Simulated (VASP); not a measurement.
The system is ReBi2.

```
Re Bi
1.0
     5.55524    0.00000    0.00000
     0.00000    5.55524    0.00000
     0.00000    0.00000    5.55524
Re Bi
2 4
Direct
  0.00000 0.00000 0.00000
  0.50000 0.50000 0.50000
  0.25000 0.25000 0.25000
  0.25000 0.75000 0.75000
  0.75000 0.75000 0.25000
  0.75000 0.25000 0.75000
```

```yaml
Program: VASP 6.6.1
Task: relaxation of cell and atoms
Functional: PBE
Potentials_or_basis: VASP PAW PBE potentials, release 64 (Re, Bi_d)
Cutoff: 600 eV
k_mesh: 4 × 4 × 4
Occupations: gaussian, width 0.1 eV
Spin: no spin polarisation
```

At the start: pressure 23.8 GPa; volume 28.57 Å³/atom.

Problem. How do energy, volume and symmetry change on relaxing?

Solution. Over 5 steps the energy falls by 406.8 meV/atom and the volume is 35.31 Å³/atom (+23.6 %); space group Pn-3m (No. 224, to 0.1 Å) before and after.

Step by step:
```csv
step,energy change (eV),largest force (eV/Å),pressure (GPa),volume (Å³)
1,0.0000,0.0000,23.80,171.44
2,1.3349,0.0000,-9.66,299.78
3,-2.4237,0.0000,-1.26,216.14
4,-2.4395,0.0000,-0.39,213.13
5,-2.4410,0.0000,0.00,211.86
```

Final structure:
```yaml
crystal:
  lattice:
    - [5.96144, 0.00000, 0.00000]
    - [0.00000, 5.96144, 0.00000]
    - [0.00000, 0.00000, 5.96144]
  atoms:
    - { symbol: Re, position: [0.00000, 0.00000, 0.00000] }
    - { symbol: Re, position: [0.50000, 0.50000, 0.50000] }
    - { symbol: Bi, position: [0.25000, 0.25000, 0.25000] }
    - { symbol: Bi, position: [0.25000, 0.75000, 0.75000] }
    - { symbol: Bi, position: [0.75000, 0.75000, 0.25000] }
    - { symbol: Bi, position: [0.75000, 0.25000, 0.75000] }
```

Caveat: the volume moved by over 15 % at a fixed basis, so the end points are rough.
